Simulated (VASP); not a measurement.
Au, 2 atoms in the cell. It takes space group Cmcm (No. 63, orthorhombic). Conventional cell: a = 2.863 Å, b = 5.140 Å, c = 4.909 Å, α = 90.00°, β = 90.00°, γ = 90.00°. Within 3.8 Å of Au (site symmetry m2m) lie 12 Au at 2.86 to 2.98 Å. 

```yaml
Program: VASP 6.6.1
Task: single point
Functional: PBEsol
Potentials_or_basis: VASP PAW PBE potentials, release 64 (Au)
Cutoff: 520 eV
k_mesh: 16 × 16 × 10
Occupations: gaussian, width 0.1 eV
Spin: no spin polarisation
Dipole_correction: no
Further_INCAR_settings: ALGO = Fast; EDIFF = 1e-07; NBANDS = 18
```

Potentials or basis: VASP PAW PBE potentials, release 64 (Au).

The run is started by

```bash
$ cat potpaw_PBE.64/Au/POTCAR > POTCAR
$ mpirun -np 1 vasp_std > vasp.out
```

Hardware: 1 thread of Intel Xeon 6975P-C, on a shared host.

Problem. Estimate the wall time of this run.

Solution. Wall time 2.8 min on 1 thread of Intel Xeon 6975P-C (shared host), peak memory 0.35 GiB. Counts: scf iterations 13, k points 438.
